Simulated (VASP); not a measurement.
Set up this calculation in VASP 6.6.1, as the native input.

| Property | Result |
| --- | --- |
| Task | single point |
| Functional | PBEsol |
| Potentials or basis | VASP PAW PBE potentials, release 64 (Co, Si) |
| Cutoff | 520 eV |
| k mesh | 18 × 18 × 18 |
| Occupations | gaussian, width 0.15 eV |
| Spin | no spin polarisation |
| Dipole correction | no |
| Further INCAR settings | ALGO = Normal; EDIFF = 1e-06; NBANDS = 16 |

The structure of CoSi2 lies in POSCAR:

```
CoSi2
1.0
    0.0000000000      2.6926455349      2.5849397135
    2.6926455349      0.0000000000      2.5849397135
    2.6926455349      2.6926455349      0.0000000000
Co Si
1 2
Direct
    0.0000000000      0.0000000000      0.0000000000
    0.2500000000      0.2500000000      0.2500000000
    0.7500000000      0.7500000000      0.7500000000
```

This cell differs from its parent crystal: ratio of the length along z to the lengths across it x 0.96, volume and fractional coordinates fixed.

The input as run:

INCAR

```
SYSTEM = CoSi2
ALGO = Normal
EDIFF = 1E-6
ENCUT = 520
GGA = PS
ISIF = 2
ISMEAR = 0
LASPH = .True.
LCHARG = .True.
LELF = .True.
LREAL = .False.
LVHAR = .True.
LWAVE = .False.
NBANDS = 16
NELM = 80
PREC = Accurate
SIGMA = 0.15
```

KPOINTS

```
k-points
0
Gamma
  18 18 18
  0 0 0
```

Potentials or basis: VASP PAW PBE potentials, release 64 (Co, Si).

The run is started by

```sh
$ cat potpaw_PBE.64/Co/POTCAR potpaw_PBE.64/Si/POTCAR > POTCAR
$ mpirun -np 1 vasp_std > vasp.out
```

Results of the run:

| Property | Result |
| --- | --- |
| Pressure | 0.2 GPa |

Caveat: the PAW data sets were made with another functional, which shifts forces and pressure a little.

Run time: 100 s on 1 thread of Intel(R) Xeon(R) 6975P-C (Granite Rapids), with other jobs on the host, peak memory 0.38 GiB.
